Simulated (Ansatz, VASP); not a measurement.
## Two plane-wave programs on WS2

```xyz
9
Lattice="3.1815 0.0000 0.0000 -1.5907 2.7552 0.0000 0.0000 0.0000 28.6962" Properties=species:S:1:pos:R:3 pbc="T T T"
W     1.5907    0.9184   14.3481
W     0.0000    1.8368   20.8841
W     0.0000    1.8368    7.8121
S     1.5907    0.9184   22.4431
S     1.5907    0.9184    9.3726
S     0.0000    1.8368   15.9076
S     1.5907    0.9184   19.3236
S     1.5907    0.9184    6.2531
S     0.0000    1.8368   12.7886
```

Alike in both runs: task single point; functional r2SCAN; k mesh 12 × 12 × 1; occupations gaussian, width 0.02 eV; no spin polarisation.

```csv
,VASP,Ansatz
version,VASP 6.6.1,Ansatz 0.2.0
potentials or method,"VASP PAW PBE potentials, release 64 (W_sv, S), cutoff 520 eV","scalar-relativistic, plane waves, PAW"
valence electrons in the cell,78,78
```

```csv
,VASP,Ansatz,Ansatz less VASP
gap on the k mesh at the Fermi level (eV),1.50,1.48,-0.019
least direct gap on the mesh (eV),1.89,1.89,-0.004
rms of the force components (eV/Å),0.009,0.006,-0.0030
```

VASP's potentials were made for PBE, not for r2SCAN. Atom by atom the forces differ by 0.010 eV/Å (rms over components).

Neither program's run includes spin-orbit coupling.
